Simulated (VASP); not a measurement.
## Fe: single point with PBE

The system is Fe.

```xyz
2
Lattice="0.0000 2.5011 2.5011 2.5011 0.0000 2.5011 2.5011 2.5011 0.0000" Properties=species:S:1:pos:R:3 pbc="T T T"
Fe    0.6253    0.6253    0.6253
Fe    4.3770    4.3770    4.3770
```

This cell differs from its parent crystal: volume scaled by 1.08.

* Program: VASP 6.6.1
* Task: single point
* Functional: PBE
* Potentials or basis: VASP PAW PBE potentials, release 64 (Fe)
* Cutoff: 520 eV
* k mesh: 13 × 13 × 13
* Occupations: fermi-dirac, width 0.1 eV
* Spin: no spin polarisation
* Dipole correction: no
* Further INCAR settings: ALGO = Normal; EDIFF = 1e-06; NBANDS = 15

```json
{
  "Pressure": "-10.8 GPa",
  "Band gap on the k mesh": "zero (band 8 reaches 3.30 eV, above the bottom of band 9 at 2.59 eV)"
}
```

Levels at points of the mesh, in eV from the Fermi level:
```tsv
k point	band 4	band 5	band 6	band 7	band 8	band 9	band 10	band 11	band 12	band 13
(0.00, 0.00, 0.00)	-2.24	-2.24	-2.24	-0.36	-0.36	-0.36	1.08	1.08	13.48	13.48
```

It used 28 s of CPU time on 1 thread of Intel Xeon 6975P-C, with other jobs on the host.

Caveat: the run has no spin polarisation, though such a crystal can be magnetic. Spin polarisation is off, so any magnetic state and its effect on volume and gap are missing.
